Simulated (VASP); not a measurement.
# ZnS (P6_3/mmc) in VASP: a series of runs, part 2 of 2

VASP 6.6.1. Earlier steps stand in the parts before.

## (4) Single point, HSE06

The input, POSCAR:

```
ZnS
1.0
    3.5895904813      0.0000000000      0.0000000000
   -1.7947952406      3.1086765460      0.0000000000
    0.0000000000      0.0000000000      5.8799973210
Zn S
2 2
Direct
    0.0000000000      0.0000000000      0.0000000000
    0.0000000000      0.0000000000      0.5000000000
    0.3333333333      0.6666666667      0.2500000000
    0.6666666667      0.3333333333      0.7500000000
```

The input, INCAR.step1:

```
  ALGO = Normal
  EDIFF = 1E-5
  ENCUT = 520
  GGA = PE
  ISIF = 2
  ISMEAR = 0
  LASPH = T
  LREAL = F
  LWAVE = T
  NBANDS = 26
  NELM = 100
  PREC = Accurate
  SIGMA = 0.01
```

The input, INCAR.step2:

```
  ALGO = Normal
  EDIFF = 1E-6
  ENCUT = 520
  GGA = PE
  HFSCREEN = 0.2079
  ISIF = 2
  ISMEAR = 0
  ISTART = 1
  LASPH = T
  LCHARG = T
  LELF = T
  LHFCALC = T
  LREAL = F
  LVHAR = T
  LWAVE = F
  NBANDS = 26
  NELM = 100
  PREC = Accurate
  PRECFOCK = Normal
  SIGMA = 0.01
```

The input, KPOINTS:

```
k-points
0
Gamma
  2 2 2
```

Potentials or basis: VASP PAW PBE potentials, release 64 (Zn, S).

Started as:

```
> cat potpaw_PBE.64/Zn/POTCAR potpaw_PBE.64/S/POTCAR > POTCAR
> cp INCAR.step1 INCAR
> mpirun -np 1 vasp_std > vasp.out
> cp INCAR.step2 INCAR
> mpirun -np 1 vasp_std > vasp.out
```

OUTCAR:

```text
EDIFF = 1E-6
   ENCUT = 520
   GGA = PE
   HFSCREEN = 0.2079
   ISIF = 2
   ISMEAR = 0
   ISTART = 1
   LASPH = T
   LHFCALC = T
   LREAL = F
   NELM = 100
   PREC = Accurate
   PRECFOCK = Normal

 ion  position               nearest neighbor table
   1  0.000  0.000  0.000-   3 2.54   4 2.54   3 2.54   4 2.54   4 2.54   3 2.54   2 2.94   2 2.94

   2  0.000  0.000  0.500-   3 2.54   4 2.54   3 2.54   4 2.54   4 2.54   3 2.54   1 2.94   1 2.94

[... 306 lines left out ...]
  FORCE on cell =-STRESS in cart. coord.  units (eV):
  Direction    XX          YY          ZZ          XY          YZ          ZX
  --------------------------------------------------------------------------------------
  -------------------------------------------------------------------------------------
  Total        3.6726559      3.6726559     -1.6939116      0.0000000     -0.0000000      0.0000000
  in kB       89.6795148     89.6795148    -41.3622109      0.0000000     -0.0000000      0.0000000
  external PRESSURE =      45.9989396 kB  Pullay stress =       0.0000000 kB

 VOLUME and BASIS-vectors are now :
 -----------------------------------------------------------------------------
  energy-cutoff  :      520.00
  volume of cell :       65.61
      direct lattice vectors                 reciprocal lattice vectors
     3.589590481  0.000000000  0.000000000     0.278583311  0.160840149  0.000000000
    -1.794795241  3.108676546  0.000000000     0.000000000  0.321680299  0.000000000
     0.000000000  0.000000000  5.879997321     0.000000000  0.000000000  0.170068105

 POSITION                                       TOTAL-FORCE (eV/Angst)
 -----------------------------------------------------------------------------------
      0.00000      0.00000      0.00000         0.000000      0.000000     -0.000000
      0.00000      0.00000      2.94000         0.000000      0.000000     -0.000000
     -0.00000      2.07245      1.47000        -0.000000     -0.000000     -0.000000
      1.79480      1.03623      4.41000         0.000000      0.000000      0.000000
 -----------------------------------------------------------------------------------
    total drift:                                0.000001      0.000001      0.000016

  FREE ENERGIE OF THE ION-ELECTRON SYSTEM (eV)
  ---------------------------------------------------
  free  energy   TOTEN  =       -14.0022634859 eV

  energy  without entropy=      -14.0022634859  energy(sigma->0) =      -14.00226349
```

OUTCAR.step1:

```text
EDIFF = 1E-5
   ENCUT = 520
   GGA = PE
   ISIF = 2
[... 328 lines left out ...]
      0.00000      0.00000      0.00000         0.000000      0.000000      0.000000
      0.00000      0.00000      2.94000         0.000000      0.000000      0.000000
     -0.00000      2.07245      1.47000        -0.000000      0.000000      0.000000
      1.79480      1.03623      4.41000         0.000000     -0.000000     -0.000000
 -----------------------------------------------------------------------------------
    total drift:                               -0.000000      0.000000      0.000000

  FREE ENERGIE OF THE ION-ELECTRON SYSTEM (eV)
  ---------------------------------------------------
  free  energy   TOTEN  =       -10.7375109684 eV

  energy  without entropy=      -10.7375109684  energy(sigma->0) =      -10.73751097
```

OSZICAR.step1:

```text
N       E                     dE             d eps       ncg     rms          rms(c)
DAV:   1     0.242957390373E+03    0.24296E+03   -0.17498E+04   208   0.180E+03
DAV:   2     0.121360397171E+02   -0.23082E+03   -0.22101E+03   208   0.363E+02
DAV:   3    -0.113648929825E+02   -0.23501E+02   -0.23190E+02   250   0.109E+02
DAV:   4    -0.119277331290E+02   -0.56284E+00   -0.56137E+00   236   0.162E+01
DAV:   5    -0.119361379085E+02   -0.84048E-02   -0.84020E-02   250   0.214E+00    0.973E+00
DAV:   6    -0.107807834420E+02    0.11554E+01   -0.23611E+00   276   0.314E+01    0.752E+00
DAV:   7    -0.107377746869E+02    0.43009E-01   -0.10095E+00   230   0.644E+00    0.428E+00
DAV:   8    -0.107374664955E+02    0.30819E-03   -0.24632E-02   232   0.127E+00    0.123E+00
DAV:   9    -0.107373194013E+02    0.14709E-03   -0.48169E-03   260   0.103E+00    0.814E-02
DAV:  10    -0.107374491481E+02   -0.12975E-03   -0.88754E-04   252   0.348E-01    0.508E-02
DAV:  11    -0.107375117944E+02   -0.62646E-04   -0.19681E-04   216   0.117E-01    0.183E-02
DAV:  12    -0.107375109684E+02    0.82593E-06   -0.26164E-05   218   0.355E-02
   1 F= -.10737511E+02 E0= -.10737511E+02  d E =-.142955E-34
```

Wall time 2.5 min (1 thread of AMD EPYC 7R43 (Zen 3), shared host); peak memory 0.26 GiB.

What came out:

```yaml
Free_energy: -14.0023 eV
Pressure: 4.6 GPa
Band_gap_on_the_k_mesh: 3.09 eV, indirect (least direct gap 3.14 eV)
```

Stress tensor (GPa, compression positive):
```
 8.97  0.00  0.00
 0.00  8.97  0.00
 0.00  0.00 -4.14
```

Levels at points of the mesh, in eV from the valence-band top:
```csv
k point,band 15,band 16,band 17,band 18,band 19,band 20,band 21,band 22
"(0.00, 0.00, 0.00)",-0.57,-0.24,-0.05,-0.05,3.09,5.01,8.10,8.10
"(0.50, 0.00, 0.00)",-3.83,-2.58,-1.87,0.00,3.80,4.79,5.38,6.88
"(0.00, 0.00, 0.50)",-0.27,-0.27,-0.27,-0.27,5.17,5.17,8.23,8.23
"(0.50, 0.00, 0.50)",-1.48,-1.48,-1.42,-1.42,3.38,3.38,6.78,6.78
```

Caveat: the k points lie up to 1.01 Å⁻¹ apart; the PAW data sets were made with another functional, which shifts forces and pressure a little. A k mesh can miss the band edges.

## (5) Summary

```csv
level,k mesh,smearing,grid for exact exchange (PRECFOCK),screening parameter,gap on the mesh (eV),pressure (GPa)
PBE,6 × 6 × 4,methfessel-paxton 0.001 eV,-,-,0.37,2.5
PBEsol,6 × 6 × 4,gaussian 0.01 eV,-,-,0.26,-2.0
HSE06,2 × 2 × 2,gaussian 0.01 eV,Normal,0.2079 1/Å,3.09,4.6
```

Alike in all rows: task single point; potentials or basis VASP PAW PBE potentials, release 64 (Zn, S); no spin polarisation; cell as given; cutoff (eV) 520.

Caveats: some runs use coarse meshes; the PAW data sets were made with another functional, which shifts forces and pressure a little (some runs).

Total energies depend on the potentials used, so only differences within one code and one set of settings carry meaning.
